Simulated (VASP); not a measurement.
Here is a VASP 6.6.1 calculation.

File INCAR:

```
SYSTEM = Sn2Ir
PREC     = Accurate       ! precision mode
ENCUT    = 520            ! plane-wave cutoff, eV
EDIFF    = 1E-8           ! SCF threshold, eV
ISMEAR   = -1             ! smearing method
SIGMA    = 0.03           ! smearing width, eV
LREAL    = .False.        ! projectors in reciprocal space
LASPH    = .True.         ! aspherical terms in the spheres
NELM     = 80             ! most SCF steps
ALGO     = Normal         ! electronic algorithm
ISIF     = 2              ! what is computed and relaxed
LWAVE    = .False.        ! write WAVECAR
LCHARG   = .False.        ! write CHGCAR
GGA      = CA             ! functional
LEFG     = .True.       
NBANDS   = 26             ! bands
```

Contents of KPOINTS:

```
regular mesh
0
Gamma
  10 10 10
  0 0 0
```

The input POSCAR:

```
Sn2Ir
1.0
    0.0000000000      3.2323800000      3.1690000000
    3.2323800000      0.0000000000      3.1690000000
    3.2323800000      3.2323800000      0.0000000000
Sn Ir
2 1
Direct
    0.2500000000      0.2500000000      0.2500000000
    0.7500000000      0.7500000000      0.7500000000
    0.0000000000      0.0000000000      0.0000000000
```

Potentials or basis: VASP PAW LDA potentials, release 64 (Sn_d, Ir).

The run is started by

```bash
$ cat potpaw_LDA.64/Sn_d/POTCAR potpaw_LDA.64/Ir/POTCAR > POTCAR
$ mpirun -np 1 vasp_std > vasp.out
```

**Question.** Estimate the band gap on the k mesh.

**Answer.** Zero (an odd number of electrons rules out a gap without spin polarisation).

**Question.** Estimate the pressure.

**Answer.** -6.3 GPa.

Stress tensor (GPa, compression positive):
```
-6.85  0.00  0.00
 0.00 -6.85  0.00
 0.00  0.00 -5.33
```

Caveat: the cell differs from its parent crystal (equal xx and yy strain of +2 %); the cell stands under tension; without QUAD_EFG the Cq values of the log hold for a quadrupole moment of 1 mb, not for the nuclei; spin-orbit coupling is left out, which moves the levels of the heavy elements.
